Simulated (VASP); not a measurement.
Cu, 2 atoms in the cell. Symmetry: Fd-3m, No. 227, cubic system. Conventional cell: a = 4.970 Å, b = 4.970 Å, c = 4.970 Å, α = 90.00°, β = 90.00°, γ = 90.00°. Cu (site symmetry -43m) has 4 Cu at 2.15 Å within 2.8 Å. This isn't the form of Cu at room conditions, which is fcc.

```yaml
Program: VASP 6.6.1
Task: relaxation of cell and atoms
Functional: r2SCAN
Potentials_or_basis: VASP PAW PBE potentials, release 64 (Cu)
Cutoff: 660 eV
k_mesh: 9 × 9 × 9
Occupations: fermi-dirac, width 0.1 eV
Spin: no spin polarisation
Target_pressure: 30 GPa
Dipole_correction: no
Further_INCAR_settings: ALGO = Normal; EDIFF = 1e-07; IBRION = 2; EDIFFG = -0.03; NSW = 80; ISIF = 3
```

Potentials or basis: VASP PAW PBE potentials, release 64 (Cu).

The run is started by

```sh
$ cat potpaw_PBE.64/Cu/POTCAR > POTCAR
$ cp INCAR.step1 INCAR
$ mpirun -np 1 vasp_std > vasp.out
$ cp INCAR.step2 INCAR
$ mpirun -np 1 vasp_std > vasp.out
```

Hardware: 1 thread of Intel(R) Xeon(R) Platinum 8259CL CPU @ 2.50GHz (Skylake/Cascade Lake), on a shared host.

Task: How long does it take, and how much memory?

Result: It took 8.2 min on 1 thread of Intel(R) Xeon(R) Platinum 8259CL CPU @ 2.50GHz (Skylake/Cascade Lake), with other jobs on the host, peak memory 0.19 GiB. Counts: k points 35, ion steps 4.
